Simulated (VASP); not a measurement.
A run of VASP 6.6.1:

The input POSCAR:

```
MgI2
1.0
    4.1400000000      0.0000000000      0.0000000000
   -2.0700000000      3.5853451717      0.0000000000
    0.0000000000      0.0000000000      6.8800000000
I Mg
2 1
Direct
    0.6666666667      0.3333333333      0.7500000000
    0.3333333333      0.6666666667      0.2500000000
    0.0000000000      0.0000000000      0.0000000000
```

The input INCAR.step1:

```
ALGO = Normal ; EDIFF = 1E-5
ENCUT = 520 ; GGA = PE
ISIF = 2 ; ISMEAR = -1
LASPH = True ; LREAL = False
LWAVE = True ; NBANDS = 15
NELM = 80 ; PREC = Accurate
SIGMA = 0.05
```

Contents of INCAR.step2:

```
AEXX = 0.25 ; ALGO = Normal
EDIFF = 1E-6 ; ENCUT = 520
GGA = PE ; HFSCREEN = 0.15
ISIF = 2 ; ISMEAR = -1
ISTART = 1 ; LASPH = True
LCHARG = True ; LELF = True
LHFCALC = True ; LREAL = False
LVHAR = True ; LWAVE = False
NBANDS = 15 ; NELM = 80
PREC = Accurate ; PRECFOCK = Normal
SIGMA = 0.05
```

File KPOINTS:

```
k-points
0
Gamma
  4 4 2
```

Potentials or basis: VASP PAW PBE potentials, release 64 (I, Mg).

Command:

```bash
$ cat potpaw_PBE.64/I/POTCAR potpaw_PBE.64/Mg/POTCAR > POTCAR
$ cp INCAR.step1 INCAR
$ mpirun -np 1 vasp_std > vasp.out
$ cp INCAR.step2 INCAR
$ mpirun -np 1 vasp_std > vasp.out
```

Hardware: 1 thread of Intel Xeon 8259CL, on a shared host.

Question: How long does it take, and how much memory?

Answer: Wall time 9.3 min on 1 thread of Intel Xeon 8259CL (shared host), peak memory 0.34 GiB. Counts: k points 8.
